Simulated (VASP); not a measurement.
# Cs4In (Im-3m) in VASP: single point with PBE

Aim: the single point of Cs4In with PBE.

All numbers are computed with VASP 6.6.1; they aren't measurements. Logs are shortened: lines on timing, memory, paths and dates and some standing lists are left out, and cuts for length are marked.

## Step 1: The cell of the first run

The structure is cubic, space group Im-3m (No. 229). Conventional cell: a = 7.788 Å, b = 7.788 Å, c = 7.788 Å, α = 90.00°, β = 90.00°, γ = 90.00°. Cs (site symmetry -3m) has 2 In at 3.37 Å and 6 Cs at 3.89 Å within 4.4 Å. Within 4.4 Å of In (site symmetry m-3m) lie 8 Cs at 3.37 Å.

The cell was built from a structure type or drawn by symmetry, and may not be a known phase.

## Step 2: Single point, PBE

Contents of INCAR:

```
PREC = Accurate
ENCUT = 520
EDIFF = 1E-6
ISMEAR = 0
SIGMA = 0.1
LREAL = F
LASPH = T
NELM = 60
ALGO = Normal
ISIF = 2
LWAVE = F
LCHARG = F
GGA = PE
NBANDS = 32
```

Contents of KPOINTS:

```
regular mesh
0
Gamma
  4 4 4
```

Contents of POSCAR:

```
Cs4In
1.0
   -3.8938064000      3.8938064000      3.8938064000
    3.8938064000     -3.8938064000      3.8938064000
    3.8938064000      3.8938064000     -3.8938064000
Cs In
4 1
Direct
    0.5000000000      0.5000000000      0.5000000000
    0.0000000000      0.0000000000      0.5000000000
    0.0000000000      0.5000000000      0.0000000000
    0.5000000000      0.0000000000      0.0000000000
    0.0000000000      0.0000000000      0.0000000000
```

Potentials or basis: VASP PAW PBE potentials, release 64 (Cs_sv, In_d).

On the command line:

```sh
cat potpaw_PBE.64/Cs_sv/POTCAR potpaw_PBE.64/In_d/POTCAR > POTCAR
mpirun -np 1 vasp_std > vasp.out
```

OUTCAR:

```text
PREC = Accurate
   ENCUT = 520
   EDIFF = 1E-6
   ISMEAR = 0
   LREAL = F
   LASPH = T
   NELM = 60
   ISIF = 2
   GGA = PE

 ion  position               nearest neighbor table
   1  0.500  0.500  0.500-   5 3.37   5 3.37
   2  0.000  0.000  0.500-   5 3.37   5 3.37
   3  0.000  0.500  0.000-   5 3.37   5 3.37
   4  0.500  0.000  0.000-   5 3.37   5 3.37
   5  0.000  0.000  0.000-   1 3.37   2 3.37   3 3.37   4 3.37   2 3.37   3 3.37   4 3.37   1 3.37

  LATTYP: Found a body centered cubic cell.
 ALAT       =     7.7876128000

  Lattice vectors:

 A1 = (  -3.8938064000,   3.8938064000,   3.8938064000)
 A2 = (   3.8938064000,  -3.8938064000,   3.8938064000)
 A3 = (   3.8938064000,   3.8938064000,  -3.8938064000)

Analysis of symmetry for initial positions (statically):
=====================================================================
 Subroutine PRICEL returns:
 Original cell was already a primitive cell.

 Routine SETGRP: Setting up the symmetry group for a
 body centered cubic supercell.

 Subroutine GETGRP returns: Found 48 space group operations
 (whereof 48 operations were pure point group operations)
 out of a pool of 48 trial point group operations.

The static configuration has the point symmetry O_h .

Analysis of symmetry for dynamics (positions and initial velocities):
=====================================================================
 Subroutine PRICEL returns:
 Original cell was already a primitive cell.

 Routine SETGRP: Setting up the symmetry group for a
 body centered cubic supercell.

 Subroutine GETGRP returns: Found 48 space group operations
 (whereof 48 operations were pure point group operations)
 out of a pool of 48 trial point group operations.

The dynamic configuration has the point symmetry O_h .

 Subroutine INISYM returns: Found 48 space group operations
 (whereof 48 operations are pure point group operations),
 and found     1 'primitive' translations

----------------------------------------------------------------------------------------

                                     Primitive cell

  volume of cell :     236.1473

  direct lattice vectors                    reciprocal lattice vectors
    -3.893806400  3.893806400  3.893806400     0.000000000  0.128409055  0.128409055
     3.893806400 -3.893806400  3.893806400     0.128409055  0.000000000  0.128409055
     3.893806400  3.893806400 -3.893806400     0.128409055  0.128409055  0.000000000

  length of vectors
     6.744270520  6.744270520  6.744270520     0.181597827  0.181597827  0.181597827

  position of ions in fractional coordinates (direct lattice)
     0.500000000  0.500000000  0.500000000
     0.000000000  0.000000000  0.500000000
     0.000000000  0.500000000  0.000000000
     0.500000000  0.000000000  0.000000000
     0.000000000  0.000000000  0.000000000

  ion indices of the primitive-cell ions
   primitive index   ion index
                 1           1
                 2           2
                 3           3
                 4           4
                 5           5

----------------------------------------------------------------------------------------

 KPOINTS: regular mesh

Automatic generation of k-mesh.
 Grid dimensions read from file:
 generate k-points for:    4    4    4

 Generating k-lattice:

  Cartesian coordinates                     Fractional coordinates (reciprocal lattice)
     0.000000000  0.032102264  0.032102264     0.250000000  0.000000000  0.000000000
     0.032102264  0.000000000  0.032102264     0.000000000  0.250000000  0.000000000
     0.032102264  0.032102264  0.000000000     0.000000000  0.000000000  0.250000000

  Length of vectors
     0.045399457  0.045399457  0.045399457

  Shift w.r.t. Gamma in fractional coordinates (k-lattice)
     0.000000000  0.000000000  0.000000000

 Subroutine IBZKPT returns following result:
 ===========================================

 Found      8 irreducible k-points:

 Following reciprocal coordinates:
            Coordinates               Weight
  0.000000  0.000000  0.000000      1.000000
  0.250000  0.000000  0.000000     12.000000
  0.500000  0.000000  0.000000      6.000000
  0.250000  0.250000  0.000000     24.000000
  0.250000  0.250000  0.250000      2.000000
 -0.250000  0.250000  0.250000      6.000000
  0.500000  0.500000  0.250000     12.000000
  0.500000  0.500000  0.500000      1.000000
   k-points           NKPTS =      8   k-points in BZ     NKDIM =      8   number of bands    NBANDS=     32
   number of dos      NEDOS =    301   number of ions     NIONS =      5
   total plane-waves  NPLWV = 125000
   dimension x,y,z NGX =    50 NGY =   50 NGZ =   50
   dimension x,y,z NGXF=   100 NGYF=  100 NGZF=  100
   ions per type =               4   1
   NGX,Y,Z   is equivalent  to a cutoff of  12.32, 12.32, 12.32 a.u.
   NGXF,Y,Z  is equivalent  to a cutoff of  24.65, 24.65, 24.65 a.u.
 SYSTEM =  unknown system
   PREC   = accura    normal or accurate (medium, high low for compatibility)
   ISTART =      0    job   : 0-new  1-cont  2-samecut
   ICHARG =      2    charge: 1-file 2-atom 10-const
   ISPIN  =      1    spin polarized calculation?
   LNONCOLLINEAR =      F non collinear calculations
   LSORBIT =      F    spin-orbit coupling
   LASPH  =      T    aspherical Exc in radial PAW
   ENCUT  =  520.0 eV  38.22 Ry    6.18 a.u.  12.54 12.54 12.54*2*pi/ulx,y,z
   NELM   =     60;   NELMIN=  2; NELMDL= -5     # of ELM steps
   EDIFF  = 0.1E-05   stopping-criterion for ELM
   LREAL  =      F    real-space projection
   EDIFFG = 0.1E-04   stopping-criterion for IOM
   NSW    =      0    number of steps for IOM
   IBRION =     -1    ionic relax: 0-MD 1-quasi-New 2-CG
   NFREE  =      0    steps in history (QN), initial steepest desc. (CG)
   ISIF   =      2    stress and relaxation
   ISYM   =      2    0-nonsym 1-usesym 2-fastsym
   POTIM  = 0.5000    time-step for ionic-motion
   TEBEG  =    0.0;   TEEND  =   0.0 temperature during run
   PSTRESS=    0.0 pullay stress
   NELECT =      49.0000    total number of electrons
   NUPDOWN=      -1.0000    fix difference up-down
   EMIN   =  10.00;   EMAX   =-10.00  energy-range for DOS
   EFERMI =   0.00;   METHOD = LEGACY
   ISMEAR =     0;   SIGMA  =   0.10  broadening in eV -4-tet -1-fermi 0-gaus
   EFERMI_NEDOS =   21; number of points for ismear=-14 and -15
   IALGO  =     38    algorithm
   IMIX   =      4    mixing-type and parameters
     AMIX     =   0.40;   BMIX     =  1.00
     AMIX_MAG =   1.60;   BMIX_MAG =  1.00
  volume/ion in A,a.u.               =      47.23       318.72
  Fermi-wavevector in a.u.,A,eV,Ry     =   0.969198  1.831519 12.780561  0.939345
  Thomas-Fermi vector in A             =   2.099231
   LORBIT       =      0    0 simple, 1 ext, 2 COOP (PROOUT), +10 PAW based schemes
   GGA     = PE    functional components
   LHFCALC =     F    Hartree Fock is set to
   AEXX    =    0.0000 exact exchange contribution
   IVDW    =     0    specifies the selected vdW correction
   LEPSILON=     F    determine dielectric tensor
   LRPA    =     F    only Hartree local field effects (RPA)
 non-spin polarized calculation
 Gauss-broadening in eV      SIGMA  =   0.10
  energy-cutoff  :      520.00
  volume of cell :      236.15
 maximum number of plane-waves:      6434
   NGX = 25   NGY = 25   NGZ = 25

 number of electron      48.9999995 magnetization

 Free energy of the ion-electron system (eV)
  ---------------------------------------------------
  ext. energy  EPLUGINS =         0.00000000
  ---------------------------------------------------
  free energy    TOTEN  =        -3.07041959 eV

  energy without entropy =       -3.03742413  energy(sigma->0) =       -3.05392186

 E-fermi :   3.4150     XC(G=0):  -8.0104

 val. band max:        3.3787737690   @ k =  -0.2500   0.2500   0.2500
 cond. band min:       3.4828218763   @ k =   0.2500   0.2500   0.0000
 fundamental gap:      0.1040481072
 Fermi energy:         3.4149549339

 k-point     1 :       0.0000    0.0000    0.0000
  band No.  band energies     occupation
      1     -20.1102      2.00000
      2     -19.8458      2.00000
      3     -19.8458      2.00000
      4     -19.8458      2.00000
      5     -11.1021      2.00000
      6     -11.1021      2.00000
[... 24 lines left out ...]
     31       5.5867      0.00000
     32       5.5867      0.00000

 k-point     2 :       0.2500    0.0000    0.0000
  band No.  band energies     occupation
      1     -20.0713      2.00000
      2     -19.8842      2.00000
      3     -19.8473      2.00000
      4     -19.8466      2.00000
      5     -11.1253      2.00000
      6     -11.1154      2.00000
[... 24 lines left out ...]
     31       5.5647      0.00000
     32       5.8478      0.00000

 k-point     3 :       0.5000    0.0000    0.0000
  band No.  band energies     occupation
      1     -19.9787      2.00000
      2     -19.9760      2.00000
      3     -19.8487      2.00000
      4     -19.8473      2.00000
      5     -11.1476      2.00000
      6     -11.1286      2.00000
[... 24 lines left out ...]
     31       5.4772      0.00000
     32       5.7844      0.00000

 k-point     4 :       0.2500    0.2500    0.0000
  band No.  band energies     occupation
      1     -20.0049      2.00000
      2     -19.9121      2.00000
      3     -19.9117      2.00000
      4     -19.8221      2.00000
      5     -11.1419      2.00000
      6     -11.1268      2.00000
[... 24 lines left out ...]
     31       5.5026      0.00000
     32       5.9543      0.00000

 k-point     5 :       0.2500    0.2500    0.2500
  band No.  band energies     occupation
      1     -19.9147      2.00000
      2     -19.9133      2.00000
      3     -19.9133      2.00000
      4     -19.9133      2.00000
      5     -11.1265      2.00000
      6     -11.1265      2.00000
[... 24 lines left out ...]
     31       6.1162      0.00000
     32       6.1162      0.00000

 k-point     6 :      -0.2500    0.2500    0.2500
  band No.  band energies     occupation
      1     -20.0426      2.00000
      2     -19.9102      2.00000
      3     -19.9102      2.00000
      4     -19.7841      2.00000
      5     -11.1271      2.00000
      6     -11.1271      2.00000
[... 24 lines left out ...]
     31       5.1032      0.00000
     32       5.9925      0.00000

 k-point     7 :       0.5000    0.5000    0.2500
  band No.  band energies     occupation
      1     -19.9757      2.00000
      2     -19.9744      2.00000
      3     -19.9365      2.00000
      4     -19.7582      2.00000
      5     -11.1485      2.00000
      6     -11.1389      2.00000
[... 24 lines left out ...]
     31       5.4888      0.00000
     32       5.6301      0.00000

 k-point     8 :       0.5000    0.5000    0.5000
  band No.  band energies     occupation
      1     -19.9728      2.00000
      2     -19.9728      2.00000
      3     -19.9728      2.00000
      4     -19.7206      2.00000
      5     -11.1494      2.00000
      6     -11.1494      2.00000
[... 24 lines left out ...]
     31       5.4323      0.00000
     32       5.4323      0.00000

------------------------ aborting loop because EDIFF is reached ----------------------------------------

  FORCE on cell =-STRESS in cart. coord.  units (eV):
  Direction    XX          YY          ZZ          XY          YZ          ZX
  --------------------------------------------------------------------------------------
  -------------------------------------------------------------------------------------
  Total        9.0752189      9.0752189      9.0752189     -0.0000000      0.0000000      0.0000000
  in kB       61.5721952     61.5721952     61.5721952     -0.0000000      0.0000000      0.0000000
  external PRESSURE =      61.5721952 kB  Pullay stress =       0.0000000 kB

 VOLUME and BASIS-vectors are now :
 -----------------------------------------------------------------------------
  energy-cutoff  :      520.00
  volume of cell :      236.15
      direct lattice vectors                 reciprocal lattice vectors
    -3.893806400  3.893806400  3.893806400     0.000000000  0.128409055  0.128409055
     3.893806400 -3.893806400  3.893806400     0.128409055  0.000000000  0.128409055
     3.893806400  3.893806400 -3.893806400     0.128409055  0.128409055  0.000000000

 POSITION                                       TOTAL-FORCE (eV/Angst)
 -----------------------------------------------------------------------------------
      1.94690      1.94690      1.94690        -0.000000     -0.000000      0.000000
      1.94690      1.94690     -1.94690        -0.000000      0.000000      0.000000
      1.94690     -1.94690      1.94690        -0.000000     -0.000000      0.000000
     -1.94690      1.94690      1.94690         0.000000     -0.000000     -0.000000
      0.00000      0.00000      0.00000        -0.000000      0.000000     -0.000000
 -----------------------------------------------------------------------------------
    total drift:                                0.000000     -0.000000      0.000000

  FREE ENERGIE OF THE ION-ELECTRON SYSTEM (eV)
  ---------------------------------------------------
  free  energy   TOTEN  =        -3.0704195904 eV

  energy  without entropy=       -3.0374241260  energy(sigma->0) =       -3.05392186
```

Run time: 70 s. Hardware: 1 thread of Intel Xeon Platinum 8259CL at 2.50GHz (Skylake/Cascade Lake), shared host; peak memory 0.35 GiB.

What came out:

* Free energy: -3.0704 eV
* Pressure: 6.2 GPa
* Band gap on the k mesh: zero (an odd number of electrons rules out a gap without spin polarisation)

Caveat: the cell stands under pressure; spin-orbit coupling is left out, which moves the levels of the heavy elements.
